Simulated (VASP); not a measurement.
Input of a VASP 6.6.1 run:

File INCAR:

```
PREC     = Accurate       # precision mode
ENCUT    = 600            # plane-wave cutoff, eV
EDIFF    = 1E-6           # SCF threshold, eV
ISMEAR   = -1             # smearing method
SIGMA    = 0.1            # smearing width, eV
LREAL    = False          # projectors in reciprocal space
LASPH    = True           # aspherical terms in the spheres
NELM     = 100            # most SCF steps
ALGO     = Normal         # electronic algorithm
ISIF     = 3              # what is computed and relaxed
LWAVE    = False          # write WAVECAR
LCHARG   = False          # write CHGCAR
GGA      = PE             # functional
IBRION   = 2              # ionic algorithm
NSW      = 32             # ionic steps
EDIFFG   = -0.005         # ionic threshold
PSTRESS  = 2200.0
```

File KPOINTS:

```
Automatic mesh
0
Gamma
  16 16 16
```

The input POSCAR:

```
Sb
1.0
    2.4328577278      0.0000000000      0.0000000000
    0.0000000000      2.4328577278      0.0000000000
    0.0000000000      0.0000000000      2.4328577278
Sb
1
Direct
    0.0000000000      0.0000000000      0.0000000000
```

Potentials or basis: VASP PAW PBE potentials, release 64 (Sb).

Command:

```bash
$ cat potpaw_PBE.64/Sb/POTCAR > POTCAR
$ mpirun -np 1 vasp_std > vasp.out
```

Question: Estimate the band gap on the k mesh.

Answer: Zero (an odd number of electrons rules out a gap without spin polarisation).

Question: Predict the relaxed volume.

Answer: 14.49 Å³/atom.

Step by step:
```csv
step,energy change (eV),largest force (eV/Å),pressure (GPa),volume (Å³)
1,0.0000,0.0000,225.28,14.40
2,-1.2574,0.0000,175.10,15.41
3,-0.1352,0.0000,219.82,14.50
4,-0.1308,0.0000,219.99,14.49
```

Caveat: the cell is relaxed towards a set pressure, so the run minimises the enthalpy, not the energy; spin-orbit coupling is left out, which moves the levels of the heavy elements; an odd number of electrons without spin polarisation forces a metal; a magnetic or distorted state may lie lower.
